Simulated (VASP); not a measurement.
Ru, 5 atoms in the cell. The cell holds a slab with vacuum, 5 atoms: a = 2.706 Å, b = 2.706 Å, c = 23.564 Å, α = 90.00°, β = 90.00°, γ = 120.00°.  This cell differs from its parent crystal: last atom moved by 0.04 Å along z.

* Program: VASP 6.6.1
* Task: single point
* Functional: PBE
* Potentials or basis: VASP PAW PBE potentials, release 64 (Ru_pv)
* Cutoff: 540 eV
* k mesh: 22 × 22 × 1
* Occupations: methfessel-paxton, width 0.05 eV
* Spin: no spin polarisation
* Tolerance level: standard
* Dipole correction: yes
* Purpose: energy
* Further INCAR settings: ALGO = Normal; EDIFF = 1e-06; NBANDS = 61; ISIF = 0

Potentials or basis: VASP PAW PBE potentials, release 64 (Ru_pv).

The run is started by

```sh
$ cat potpaw_PBE.64/Ru_pv/POTCAR > POTCAR
$ mpirun -np 1 vasp_std > vasp.out
```

Hardware: 1 thread of AMD EPYC 7R13 Processor (Zen 3), with other jobs on the host.

Estimate the wall time of this run.

Wall time 15 min on 1 thread of AMD EPYC 7R13 Processor (Zen 3), on a shared host, peak memory 0.48 GiB. Counts: scf iterations 28, k points 52.
